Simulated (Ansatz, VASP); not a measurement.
# One calculation of BP4, two programs

```
CELL_PARAMETERS angstrom
3.25862 0.00000 -0.17647
0.00000 7.07797 0.00000
-1.24711 0.00000 7.13324
ATOMIC_POSITIONS crystal
B 0.44648 0.50000 0.89201
B 0.55351 0.00000 0.10267
P 0.86738 0.50000 0.73381
P 0.13211 0.00000 0.26038
P 0.46340 0.78147 0.92405
P 0.46340 0.21853 0.92405
P 0.21535 0.25882 0.43087
P 0.21535 0.74118 0.43087
P 0.82478 0.18829 0.65109
P 0.82478 0.81171 0.65109
```

Change from the starting cell: the structure that the rattled cell fell into.

Alike in both runs: functional PBE; k mesh 6 × 2 × 4; occupations gaussian, width 0.1 eV; no spin polarisation.

Ansatz relaxed the structure, and its values are those at the end. VASP's run is a single point on that final structure, the one shown.

|  | VASP | Ansatz |
| --- | --- | --- |
| version | VASP 6.6.1 | Ansatz 0.2.0 |
| potentials or method | VASP PAW PBE potentials, release 64 (B, P), cutoff 520 eV | scalar-relativistic, plane waves, PAW |
| valence electrons in the cell | 46 | 46 |

Ansatz gave:

* gap on the k mesh at the Fermi level (eV): none
* pressure (GPa): 0.1
* rms of the force components (eV/Å): 0.006

Which values does VASP return?

gap on the k mesh at the Fermi level (eV): none; pressure (GPa): -0.2; rms of the force components (eV/Å): 0.016.

A gap of «none» marks a metal or a gap that the smearing closes.

The k mesh is coarse, so the values compare programs but aren't converged.
